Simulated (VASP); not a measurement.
Write the native input for VASP 6.6.1 that does the following.

* Task: single point
* Functional: r2SCAN
* Potentials or basis: VASP PAW PBE potentials, release 64 (Tl_d, Br, F)
* Cutoff: 520 eV
* k mesh: 7 × 7 × 7
* Occupations: methfessel-paxton, width 0.1001 eV
* Spin: no spin polarisation
* Dipole correction: no
* Further INCAR settings: ALGO = Normal; EDIFF = 1e-06; NBANDS = 33

TlBrF4:

```
CELL_PARAMETERS angstrom
0.00000 4.02067 4.02067
4.02067 0.00000 4.02067
4.02067 4.02067 0.00000
ATOMIC_POSITIONS crystal
Tl 0.50000 0.50000 0.50000
Br 0.00000 0.00000 0.00000
F 0.12700 0.12700 0.12700
F 0.61900 0.12700 0.12700
F 0.12700 0.12700 0.61900
F 0.12700 0.61900 0.12700
```

One way to write it, as run:

POSCAR

```
TlBrF4
1.0
    0.0000000000      4.0206710000      4.0206710000
    4.0206710000      0.0000000000      4.0206710000
    4.0206710000      4.0206710000      0.0000000000
Tl Br F
1 1 4
Direct
    0.5000000000      0.5000000000      0.5000000000
    0.0000000000      0.0000000000      0.0000000000
    0.1270000000      0.1270000000      0.1270000000
    0.6190000000      0.1270000000      0.1270000000
    0.1270000000      0.1270000000      0.6190000000
    0.1270000000      0.6190000000      0.1270000000
```

INCAR.step1

```
ALGO = Normal ; EDIFF = 1E-4
ENCUT = 520 ; GGA = PE
ISMEAR = 1 ; LASPH = T
LCHARG = F ; LREAL = F
LWAVE = T ; NBANDS = 33
NELM = 80 ; PREC = Accurate
SIGMA = 0.1001
```

INCAR.step2

```
ALGO = Normal ; EDIFF = 1E-6
ENCUT = 520 ; ISIF = 2
ISMEAR = 1 ; ISTART = 1
LASPH = T ; LCHARG = F
LMIXTAU = T ; LREAL = F
LWAVE = F ; METAGGA = R2SCAN
NBANDS = 33 ; NELM = 80
PREC = Accurate ; SIGMA = 0.1001
```

KPOINTS

```
k-points
0
Gamma
  7 7 7
```

Potentials or basis: VASP PAW PBE potentials, release 64 (Tl_d, Br, F).

The run is started by

```sh
$ cat potpaw_PBE.64/Tl_d/POTCAR potpaw_PBE.64/Br/POTCAR potpaw_PBE.64/F/POTCAR > POTCAR
$ cp INCAR.step1 INCAR
$ mpirun -np 1 vasp_std > vasp.out
$ cp INCAR.step2 INCAR
$ mpirun -np 1 vasp_std > vasp.out
```

It gave:

```
Pressure               : 17.7 GPa
Largest force          : 6.399 eV/Å
Band gap on the k mesh : zero (filled and empty bands touch)
```

Caveat: the cell stands under pressure; the PAW data sets were made with another functional, which shifts forces and pressure a little; spin-orbit coupling is left out, which moves the levels of the heavy elements.

Wall time 8.8 min on 1 thread of AMD EPYC 7R43 64-Core Processor (Zen 3), on a shared host, peak memory 0.29 GiB.
